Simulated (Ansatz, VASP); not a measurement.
PtSe2 in VASP and in Ansatz

```
CELL_PARAMETERS angstrom
3.57504 0.00000 0.00000
-1.78752 3.09608 0.00000
0.00000 0.00000 5.06200
ATOMIC_POSITIONS crystal
Pt 0.00000 0.00000 0.00000
Se 0.33333 0.66667 0.25000
Se 0.66667 0.33333 0.75000
```

Change from the starting cell: strain -0.040 along x and y, +0.000 along z, atoms carried along.

Alike in both runs: task single point; functional PBE; k mesh 12 × 12 × 10; occupations gaussian, width 0.15 eV; no spin polarisation.

```csv
,VASP,Ansatz
version,VASP 6.6.1,Ansatz 0.2.0
potentials or method,"VASP PAW PBE potentials, release 64 (Pt, Se), cutoff 520 eV","scalar-relativistic, plane waves, PAW"
valence electrons in the cell,22,50
```

```tsv
	VASP	Ansatz	Ansatz less VASP
gap on the k mesh at the Fermi level (eV)	none	none	-
pressure (GPa)	23.6	23.5	-0.09
traceless stress, the component that is largest in VASP (GPa)	-6.20	-6.17	+0.030
rms of the force components (eV/Å)	0.827	0.820	-0.0069
```

Atom by atom the forces differ by 0.007 eV/Å (rms over components). A gap of «none» marks a metal or a gap that the smearing closes. VASP's potentials hold 22 valence electrons a cell and Ansatz's 50, so a difference there can come from the potentials and not from the codes.

Spin-orbit coupling is off throughout.
